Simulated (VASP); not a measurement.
# YbBi (P-6m2) in VASP: notebook

YbBi is run at these levels: PBE+U; tasks: single point.

Everything below comes from runs of VASP 6.6.1. Logs are shortened: lines on timing, memory, paths and dates and some standing lists are left out, and cuts for length are marked.

## Step 1: The cell of the first run

It takes space group P-6m2 (No. 187, hexagonal). Conventional cell: a = 4.076 Å, b = 4.076 Å, c = 4.663 Å, α = 90.00°, β = 90.00°, γ = 120.00°. Within 4.4 Å of Yb (site symmetry -6m2) lie 6 Bi at 3.31 Å and 6 Yb at 4.08 Å. Within 4.4 Å of Bi (site symmetry -6m2) lie 6 Yb at 3.31 Å and 6 Bi at 4.08 Å.

## Step 2: Single point, PBE+U, collinear spin

Input file INCAR:

```
SYSTEM = YbBi
ALGO = Normal ; EDIFF = 1E-6
ENCUT = 520 ; GGA = PE
ISIF = 2 ; ISMEAR = 0
ISPIN = 2 ; LASPH = .TRUE.
LCHARG = .FALSE. ; LDAU = .TRUE.
LDAUJ = 0 0 ; LDAUL = 3 -1
LDAUPRINT = 1 ; LDAUTYPE = 2
LDAUU = 6 0 ; LMAXMIX = 6
LORBIT = 11 ; LREAL = .FALSE.
LWAVE = .FALSE. ; MAGMOM = 0.05 0
NBANDS = 30 ; NELM = 150
PREC = Accurate ; SIGMA = 0.05
```

Input file KPOINTS:

```
k-points
0
G
  6 6 4
  0 0 0
```

Input file POSCAR:

```
YbBi
1.0
    4.0763409726      0.0000000000      0.0000000000
   -2.0381704863      3.5302148368      0.0000000000
    0.0000000000      0.0000000000      4.6625063472
Yb Bi
1 1
Direct
    0.0000000000      0.0000000000      0.0000000000
    0.6666666667      0.3333333333      0.5000000000
```

Potentials or basis: VASP PAW PBE potentials, release 64 (Yb, Bi_d).

The run is started by

```
> cat potpaw_PBE.64/Yb/POTCAR potpaw_PBE.64/Bi_d/POTCAR > POTCAR
> mpirun -np 1 vasp_std > vasp.out
```

OUTCAR:

```text
SYSTEM = YbBi
   EDIFF = 1E-6
   ENCUT = 520
   GGA = PE
   ISIF = 2
   ISMEAR = 0
   ISPIN = 2
   LASPH = .TRUE.
   LORBIT = 11
   LREAL = .FALSE.
   NELM = 150
   PREC = Accurate

 ion  position               nearest neighbor table
   1  0.000  0.000  0.000-   2 3.31   2 3.31   2 3.31   2 3.31   2 3.31   2 3.31
   2  0.667  0.333  0.500-   1 3.31   1 3.31   1 3.31   1 3.31   1 3.31   1 3.31

  LATTYP: Found a hexagonal cell.
 ALAT       =     4.0763409726
 C/A-ratio  =     1.1437969440

  Lattice vectors:

 A1 = (   4.0763409726,   0.0000000000,   0.0000000000)
 A2 = (  -2.0381704863,   3.5302148368,   0.0000000000)
 A3 = (   0.0000000000,   0.0000000000,   4.6625063472)

Analysis of symmetry for initial positions (statically):
=====================================================================
 Subroutine PRICEL returns:
 Original cell was already a primitive cell.

 Routine SETGRP: Setting up the symmetry group for a
 hexagonal supercell.

 Subroutine GETGRP returns: Found 12 space group operations
 (whereof 12 operations were pure point group operations)
 out of a pool of 24 trial point group operations.

The static configuration has the point symmetry D_3h.

Analysis of symmetry for dynamics (positions and initial velocities):
=====================================================================
 Subroutine PRICEL returns:
 Original cell was already a primitive cell.

 Routine SETGRP: Setting up the symmetry group for a
 hexagonal supercell.

 Subroutine GETGRP returns: Found 12 space group operations
 (whereof 12 operations were pure point group operations)
 out of a pool of 24 trial point group operations.

The dynamic configuration has the point symmetry D_3h.

Analysis of structural, dynamic, and magnetic symmetry:
=====================================================================
 Subroutine PRICEL returns:
 Original cell was already a primitive cell.

 Routine SETGRP: Setting up the symmetry group for a
 hexagonal supercell.

 Subroutine GETGRP returns: Found 12 space group operations
 (whereof 12 operations were pure point group operations)
 out of a pool of 24 trial point group operations.

The overall configuration has the point symmetry D_3h.

 Subroutine INISYM returns: Found 12 space group operations
 (whereof 12 operations are pure point group operations),
 and found     1 'primitive' translations

----------------------------------------------------------------------------------------

                                     Primitive cell

  volume of cell :      67.0951

  direct lattice vectors                    reciprocal lattice vectors
     4.076340973  0.000000000  0.000000000     0.245318045  0.141634440  0.000000000
    -2.038170486  3.530214837  0.000000000     0.000000000  0.283268879  0.000000000
     0.000000000  0.000000000  4.662506347     0.000000000  0.000000000  0.214476920

  length of vectors
     4.076340973  4.076340973  4.662506347     0.283268879  0.283268879  0.214476920

  position of ions in fractional coordinates (direct lattice)
[... 126 lines left out ...]
  0.0000  0.9879  0.0000 -0.0000 -0.0000 -0.0000 -0.0000
  0.0000  0.0000  0.9852  0.0000 -0.0000  0.0000  0.0000
 -0.0000 -0.0000  0.0000  0.9903 -0.0000  0.0000 -0.0000
 -0.0000 -0.0000 -0.0000 -0.0000  0.9852  0.0000  0.0000
 -0.0000 -0.0000  0.0000  0.0000  0.0000  0.9879 -0.0000
 -0.0000 -0.0000  0.0000 -0.0000  0.0000 -0.0000  0.9870

spin component  2

  0.9889  0.0000  0.0000 -0.0000 -0.0000 -0.0000 -0.0000
  0.0000  0.9874  0.0000 -0.0000  0.0000 -0.0000 -0.0000
  0.0000  0.0000  0.9847  0.0000 -0.0000  0.0000  0.0000
 -0.0000 -0.0000  0.0000  0.9902 -0.0000  0.0000 -0.0000
 -0.0000  0.0000 -0.0000 -0.0000  0.9847  0.0000  0.0000
 -0.0000 -0.0000  0.0000  0.0000  0.0000  0.9874 -0.0000
 -0.0000 -0.0000  0.0000 -0.0000  0.0000 -0.0000  0.9868

 occupancies and eigenvectors

  o =  0.9847  v =  0.0000  0.0000  0.0000  0.0000  0.0000  0.0000  0.0000  0.0000  0.0000 -0.0000  0.0000 -1.0000  0.0000  0.0000      0.0000  0.0000  0.0000  0.0000  0.0000  0.0000  0.0000  0.0000  0.0000  0.0000  0.0000  0.0000  0.0000  0.0000
  o =  0.9847  v =  0.0000  0.0000  0.0000  0.0000  0.0000  0.0000  0.0000 -0.0000 -0.0000  1.0000 -0.0000 -0.0000 -0.0000  0.0000      0.0000  0.0000  0.0000  0.0000  0.0000  0.0000  0.0000  0.0000  0.0000  0.0000  0.0000  0.0000  0.0000  0.0000
  o =  0.9852  v =  0.0000 -0.0000 -0.0000  0.0000 -1.0000  0.0000  0.0000  0.0000  0.0000  0.0000  0.0000  0.0000  0.0000  0.0000      0.0000  0.0000  0.0000  0.0000  0.0000  0.0000  0.0000  0.0000  0.0000  0.0000  0.0000  0.0000  0.0000  0.0000
  o =  0.9852  v = -0.0000 -0.0000  1.0000 -0.0000 -0.0000 -0.0000  0.0000  0.0000  0.0000  0.0000  0.0000  0.0000  0.0000  0.0000      0.0000  0.0000  0.0000  0.0000  0.0000  0.0000  0.0000  0.0000  0.0000  0.0000  0.0000  0.0000  0.0000  0.0000
  o =  0.9868  v =  0.0000  0.0000  0.0000  0.0000  0.0000  0.0000  0.0000  0.0000 -0.0000 -0.0000  0.0000  0.0000  0.0000  1.0000      0.0000  0.0000  0.0000  0.0000  0.0000  0.0000  0.0000  0.0000  0.0000  0.0000  0.0000  0.0000  0.0000  0.0000
  o =  0.9870  v =  0.0000  0.0000 -0.0000  0.0000  0.0000 -0.0000  1.0000  0.0000  0.0000  0.0000  0.0000  0.0000  0.0000  0.0000      0.0000  0.0000  0.0000  0.0000  0.0000  0.0000  0.0000  0.0000  0.0000  0.0000  0.0000  0.0000  0.0000  0.0000
  o =  0.9874  v =  0.0000  0.0000  0.0000  0.0000  0.0000  0.0000  0.0000  0.0000 -1.0000 -0.0000  0.0000 -0.0000 -0.0046 -0.0000      0.0000  0.0000  0.0000  0.0000  0.0000  0.0000  0.0000  0.0000  0.0000  0.0000  0.0000  0.0000  0.0000  0.0000
  o =  0.9874  v =  0.0000  0.0000  0.0000  0.0000  0.0000  0.0000  0.0000  0.0000 -0.0046  0.0000 -0.0000  0.0000  1.0000 -0.0000      0.0000  0.0000  0.0000  0.0000  0.0000  0.0000  0.0000  0.0000  0.0000  0.0000  0.0000  0.0000  0.0000  0.0000
  o =  0.9879  v =  0.0000 -1.0000 -0.0000  0.0000  0.0000 -0.0051  0.0000  0.0000  0.0000  0.0000  0.0000  0.0000  0.0000  0.0000      0.0000  0.0000  0.0000  0.0000  0.0000  0.0000  0.0000  0.0000  0.0000  0.0000  0.0000  0.0000  0.0000  0.0000
  o =  0.9879  v =  0.0000 -0.0051  0.0000 -0.0000  0.0000  1.0000  0.0000  0.0000  0.0000  0.0000  0.0000  0.0000  0.0000  0.0000      0.0000  0.0000  0.0000  0.0000  0.0000  0.0000  0.0000  0.0000  0.0000  0.0000  0.0000  0.0000  0.0000  0.0000
  o =  0.9889  v =  0.0000  0.0000  0.0000  0.0000  0.0000  0.0000  0.0000  1.0000  0.0000  0.0000 -0.0000 -0.0000 -0.0000 -0.0000      0.0000  0.0000  0.0000  0.0000  0.0000  0.0000  0.0000  0.0000  0.0000  0.0000  0.0000  0.0000  0.0000  0.0000
  o =  0.9889  v =  1.0000  0.0000  0.0000 -0.0000 -0.0000 -0.0000 -0.0000  0.0000  0.0000  0.0000  0.0000  0.0000  0.0000  0.0000      0.0000  0.0000  0.0000  0.0000  0.0000  0.0000  0.0000  0.0000  0.0000  0.0000  0.0000  0.0000  0.0000  0.0000
  o =  0.9902  v =  0.0000  0.0000  0.0000  0.0000  0.0000  0.0000  0.0000  0.0000 -0.0000  0.0000  1.0000  0.0000  0.0000 -0.0000      0.0000  0.0000  0.0000  0.0000  0.0000  0.0000  0.0000  0.0000  0.0000  0.0000  0.0000  0.0000  0.0000  0.0000
  o =  0.9903  v =  0.0000 -0.0000  0.0000  1.0000  0.0000  0.0000 -0.0000  0.0000  0.0000  0.0000  0.0000  0.0000  0.0000  0.0000      0.0000  0.0000  0.0000  0.0000  0.0000  0.0000  0.0000  0.0000  0.0000  0.0000  0.0000  0.0000  0.0000  0.0000

 number of electron      38.9999993 magnetization       0.0037608

 Free energy of the ion-electron system (eV)
  ---------------------------------------------------
  ext. energy  EPLUGINS =         0.00000000
  ---------------------------------------------------
  free energy    TOTEN  =        -7.72788466 eV

  energy without entropy =       -7.72449552  energy(sigma->0) =       -7.72619009

 E-fermi :   4.0672     XC(G=0):  -9.6782

 val. band max:        4.0573427763   @ k =   0.1667   0.1667   0.0000
 cond. band min:       4.0854173216   @ k =   0.1667   0.0000   0.5000
 fundamental gap:      0.0280745453
 Fermi energy:         4.0671576603

 spin component 1

 k-point     1 :       0.0000    0.0000    0.0000
  band No.  band energies     occupation
      1     -46.4024      1.00000
      2     -18.9746      1.00000
      3     -18.9746      1.00000
      4     -18.9199      1.00000
      5     -18.1034      1.00000
      6     -18.1034      1.00000
[... 682 lines left out ...]
     29      13.9142      0.00000
     30      14.7148      0.00000
 Fermi energy:         4.0671576603

 spin component 2

 k-point     1 :       0.0000    0.0000    0.0000
  band No.  band energies     occupation
      1     -46.4014      1.00000
      2     -18.9739      1.00000
      3     -18.9739      1.00000
      4     -18.9194      1.00000
      5     -18.1032      1.00000
      6     -18.1032      1.00000
[... 682 lines left out ...]
     29      13.9154      0.00000
     30      14.7154      0.00000

------------------------ aborting loop because EDIFF is reached ----------------------------------------

  FORCE on cell =-STRESS in cart. coord.  units (eV):
  Direction    XX          YY          ZZ          XY          YZ          ZX
  --------------------------------------------------------------------------------------
  -------------------------------------------------------------------------------------
  Total        0.1467641      0.1467641      0.1331832      0.0000000      0.0000000      0.0000000
  in kB        3.5046077      3.5046077      3.1803059      0.0000000      0.0000000      0.0000000
  external PRESSURE =       3.3965071 kB  Pullay stress =       0.0000000 kB

 VOLUME and BASIS-vectors are now :
 -----------------------------------------------------------------------------
  energy-cutoff  :      520.00
  volume of cell :       67.10
      direct lattice vectors                 reciprocal lattice vectors
     4.076340973  0.000000000  0.000000000     0.245318045  0.141634440  0.000000000
    -2.038170486  3.530214837  0.000000000     0.000000000  0.283268879  0.000000000
     0.000000000  0.000000000  4.662506347     0.000000000  0.000000000  0.214476920

 POSITION                                       TOTAL-FORCE (eV/Angst)
 -----------------------------------------------------------------------------------
      0.00000      0.00000      0.00000        -0.000000      0.000000      0.000000
      2.03817      1.17674      2.33125         0.000000     -0.000000      0.000000
 -----------------------------------------------------------------------------------
    total drift:                               -0.000001      0.000001      0.000000

  FREE ENERGIE OF THE ION-ELECTRON SYSTEM (eV)
  ---------------------------------------------------
  free  energy   TOTEN  =        -7.7278846638 eV

  energy  without entropy=       -7.7244955156  energy(sigma->0) =       -7.72619009

 total charge

# of ion       s       p       d       f       tot
--------------------------------------------------
    1        2.125   6.038   0.255  13.816  22.234
    2        1.475   1.539   9.886   0.000  12.901
--------------------------------------------------
tot          3.600   7.578  10.141  13.816  35.135

 magnetization (x)

# of ion       s       p       d       f       tot
--------------------------------------------------
    1       -0.000  -0.000   0.000   0.000   0.000
    2        0.000   0.000   0.000   0.000   0.001
--------------------------------------------------
tot          0.000   0.000   0.000   0.000   0.001
```

Wall time 2.5 min (1 thread of Intel Xeon Platinum 8375C at 2.90GHz (Ice Lake), shared host); peak memory 0.26 GiB.

What came out:

| Item | Value |
| --- | --- |
| Free energy | -7.7279 eV |
| Pressure | 0.3 GPa |
| Net moment | 0.00 μB per cell |
| Valence electrons inside the program's atomic spheres | Yb 22.23; Bi 12.90 |

Eigenvalues of the final occupation matrices:
```csv
site,spin,trace,eigenvalues
site 1 f,1,6.91,0.99 0.99 0.99 0.99 0.99 0.99 0.99
site 1 f,2,6.91,0.98 0.98 0.99 0.99 0.99 0.99 0.99
```

Caveat: spin-orbit coupling is left out, which moves the levels of the heavy elements.

## Step 3: Single point, PBE+U, collinear spin, zero start (31.70 Å³/atom)

This run uses another cell than the first one, of 31.70 Å³/atom.

Input file INCAR:

```
SYSTEM = YbBi
PREC = Accurate
ENCUT = 520
EDIFF = 1E-7
ISMEAR = 0
SIGMA = 0.05
LREAL = .FALSE.
LASPH = .TRUE.
NELM = 150
ALGO = Normal
ISIF = 2
LWAVE = .FALSE.
LCHARG = .TRUE.
ISPIN = 2
MAGMOM = 0 0
LORBIT = 11
LMAXMIX = 6
LDAU = .TRUE.
LDAUTYPE = 2
LDAUL = 3 -1
LDAUU = 6 0
LDAUJ = 0 0
LDAUPRINT = 1
GGA = PE
LELF = .TRUE.
LVHAR = .TRUE.
NBANDS = 30
```

Input file KPOINTS:

```
Automatic mesh
0
G
  8 8 8
  0 0 0
```

Input file POSCAR:

```
YbBi
1.0
    3.9801670211      0.0000000000      0.0000000000
   -1.9900835106      3.4469257515      0.0000000000
    0.0000000000      0.0000000000      4.6215713161
Yb Bi
1 1
Direct
    0.0000000000      0.0000000000      0.0000000000
    0.6666666667      0.3333333333      0.5000000000
```

Potentials or basis: VASP PAW PBE potentials, release 64 (Yb, Bi_d).

The run is started by

```
> cat potpaw_PBE.64/Yb/POTCAR potpaw_PBE.64/Bi_d/POTCAR > POTCAR
> mpirun -np 1 vasp_std > vasp.out
```

It took 6.4 min on 1 thread of Intel Xeon Platinum 8375C at 2.90GHz (Ice Lake), shared host; peak memory 0.32 GiB.

It converged, with:

```yaml
Free_energy: -7.7310 eV
Pressure: 1.9 GPa
Net_moment: 0.00 μB per cell
Valence_electrons_inside_the_program's_atomic_spheres: Yb 22.27; Bi 12.93
```

Stress tensor (GPa, compression positive):
```
1.95 0.00 0.00
0.00 1.95 0.00
0.00 0.00 1.66
```

Levels at points of the mesh, in eV from the Fermi level:
Spin up:
```csv
k point,band 15,band 16,band 17,band 18,band 19,band 20,band 21,band 22,band 23,band 24
"(0.00, 0.00, 0.00)",-1.26,-1.26,-1.24,-0.75,-0.62,1.03,1.03,3.37,4.81,4.81
"(0.50, 0.00, 0.00)",-1.29,-1.25,-1.25,-1.24,-0.89,0.69,1.01,3.32,4.23,4.67
"(0.00, 0.00, 0.50)",-1.30,-1.24,-1.23,-1.23,1.67,1.67,3.15,3.15,3.35,5.15
"(0.50, 0.00, 0.50)",-1.28,-1.26,-1.25,-1.23,-1.23,-0.16,0.50,3.81,4.20,6.25
```
Spin down:
| k point | band 17 | band 18 | band 19 | band 20 | band 21 | band 22 |
| --- | --- | --- | --- | --- | --- | --- |
| (0.00, 0.00, 0.00) | -1.24 | -0.75 | -0.62 | 1.03 | 1.03 | 3.37 |
| (0.50, 0.00, 0.00) | -1.25 | -1.24 | -0.89 | 0.69 | 1.01 | 3.32 |
| (0.00, 0.00, 0.50) | -1.23 | -1.23 | 1.67 | 1.67 | 3.15 | 3.15 |
| (0.50, 0.00, 0.50) | -1.25 | -1.23 | -1.23 | -0.16 | 0.50 | 3.81 |

Eigenvalues of the final occupation matrices:
| site | spin | trace | eigenvalues |
| --- | --- | --- | --- |
| site 1 f | 1 | 6.91 | 0.98 0.98 0.99 0.99 0.99 0.99 0.99 |
| site 1 f | 2 | 6.91 | 0.98 0.98 0.99 0.99 0.99 0.99 0.99 |

Caveat: no moment was typed at the start, so none could form; spin-orbit coupling is left out, which moves the levels of the heavy elements.

## Step 4: Single point, PBE+U, collinear spin, zero start (32.21 Å³/atom)

This run uses another cell than the first one, of 32.21 Å³/atom.

Input file INCAR:

```
SYSTEM = YbBi
  ALGO = Normal
  EDIFF = 1E-7
  ENCUT = 520
  GGA = PE
  ISIF = 2
  ISMEAR = 0
  ISPIN = 2
  LASPH = .TRUE.
  LCHARG = .FALSE.
  LDAU = .TRUE.
  LDAUJ = 0 0
  LDAUL = 3 -1
  LDAUPRINT = 1
  LDAUTYPE = 2
  LDAUU = 6 0
  LMAXMIX = 6
  LORBIT = 11
  LREAL = .FALSE.
  LWAVE = .FALSE.
  MAGMOM = 0 0
  NBANDS = 30
  NELM = 150
  PREC = Accurate
  SIGMA = 0.05
```

Input file KPOINTS:

```
k-points
0
G
  8 8 8
  0 0 0
```

Input file POSCAR:

```
YbBi
1.0
    4.0075686333      0.0000000000      0.0000000000
   -2.0037843167      3.4706562438      0.0000000000
    0.0000000000      0.0000000000      4.6309462452
Yb Bi
1 1
Direct
    0.0000000000      0.0000000000      0.0000000000
    0.6666666667      0.3333333333      0.5000000000
```

The run is started by

```
> cat potpaw_PBE.64/Yb/POTCAR potpaw_PBE.64/Bi_d/POTCAR > POTCAR
> mpirun -np 1 vasp_std > vasp.out
```

Wall time 6.5 min (1 thread of Intel Xeon Platinum 8375C at 2.90GHz (Ice Lake), shared host); peak memory 0.33 GiB.

It converged, with:

- Free energy: -7.7415 eV
- Pressure: 1.3 GPa
- Net moment: 0.00 μB per cell
- Valence electrons inside the program's atomic spheres: Yb 22.26; Bi 12.92

Stress tensor (GPa, compression positive):
```
1.42 0.00 0.00
0.00 1.42 0.00
0.00 0.00 1.15
```

Levels at points of the mesh, in eV from the Fermi level:
Spin up:
```tsv
k point	band 17	band 18	band 19	band 20	band 21	band 22
(0.00, 0.00, 0.00)	-1.23	-0.72	-0.56	1.01	1.01	3.30
(0.50, 0.00, 0.00)	-1.23	-1.22	-0.85	0.67	1.06	3.29
(0.00, 0.00, 0.50)	-1.21	-1.21	1.64	1.64	3.16	3.16
(0.50, 0.00, 0.50)	-1.23	-1.21	-1.21	-0.15	0.53	3.82
```
Spin down:
| k point | band 16 | band 17 | band 18 | band 19 | band 20 | band 21 | band 22 | band 23 |
| --- | --- | --- | --- | --- | --- | --- | --- | --- |
| (0.00, 0.00, 0.00) | -1.24 | -1.23 | -0.72 | -0.56 | 1.01 | 1.01 | 3.30 | 4.80 |
| (0.50, 0.00, 0.00) | -1.23 | -1.23 | -1.22 | -0.85 | 0.67 | 1.06 | 3.29 | 4.23 |
| (0.00, 0.00, 0.50) | -1.23 | -1.21 | -1.21 | 1.64 | 1.64 | 3.16 | 3.16 | 3.41 |
| (0.50, 0.00, 0.50) | -1.25 | -1.23 | -1.21 | -1.21 | -0.15 | 0.53 | 3.82 | 4.18 |

Eigenvalues of the final occupation matrices:
```
    site  spin  trace                         eigenvalues
site 1 f     1   6.91  0.98 0.98 0.99 0.99 0.99 0.99 0.99
site 1 f     2   6.91  0.98 0.98 0.99 0.99 0.99 0.99 0.99
```

Caveat: no moment was typed at the start, so none could form; spin-orbit coupling is left out, which moves the levels of the heavy elements.

## Step 5: Overview

| spin | cell | k mesh | gap on the mesh (eV) | pressure (GPa) | moment (μB) |
| --- | --- | --- | --- | --- | --- |
| collinear | a = 4.076, b = 4.076, c = 4.663 Å, angles 90.0, 90.0, 120.0°, 2 atoms | 6 × 6 × 4 | none | 0.3 | 0.00 |
| collinear, zero start | a = 3.980, b = 3.980, c = 4.622 Å, angles 90.0, 90.0, 120.0°, 2 atoms | 8 × 8 × 8 | none | 1.9 | 0.00 |
| collinear, zero start | a = 4.008, b = 4.008, c = 4.631 Å, angles 90.0, 90.0, 120.0°, 2 atoms | 8 × 8 × 8 | none | 1.3 | 0.00 |

Alike in all rows: task single point; level PBE+U; potentials or basis VASP PAW PBE potentials, release 64 (Yb, Bi_d); Yb f U = 6.0 eV; cutoff (eV) 520; smearing gaussian 0.05 eV.

Caveats: spin-orbit coupling is left out, which moves the levels of the heavy elements; no moment was typed at the start, so none could form (at least some runs).

Absolute energies hang on the potentials; compare differences alone.

The gap in the log of VASP goes by the Fermi energy; the results here count the filled bands.